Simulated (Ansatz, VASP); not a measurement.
## One calculation of Nb2H, two programs

```
Nb H
1.0
     4.34369    0.00000    0.00000
     0.00000    4.34369    0.00000
     0.00000    0.00000    4.34369
Nb H
4 2
Cartesian
  1.0859 1.0859 1.0859
  3.2578 3.2578 1.0859
  3.2578 1.0859 3.2578
  1.0859 3.2578 3.2578
  2.1718 2.1718 2.1718
  0.0000 0.0000 0.0000
```

Alike in both runs: functional PBE; k mesh 10 × 10 × 10; occupations gaussian, width 0.1 eV; no spin polarisation.

Ansatz relaxed the structure, and its values are those at the end. VASP's run is a single point on that final structure, the one shown.

```csv
,VASP,Ansatz
version,VASP 6.6.1,Ansatz 0.2.0
potentials or method,"VASP PAW PBE potentials, release 64 (Nb_sv, H), cutoff 520 eV","scalar-relativistic, plane waves, PAW"
valence electrons in the cell,54,54
```

|  | VASP | Ansatz | Ansatz less VASP |
| --- | --- | --- | --- |
| gap on the k mesh at the Fermi level (eV) | none | none | - |
| pressure (GPa) | -0.4 | 0.0 | +0.38 |

A gap of «none» marks a metal or a gap that the smearing closes.
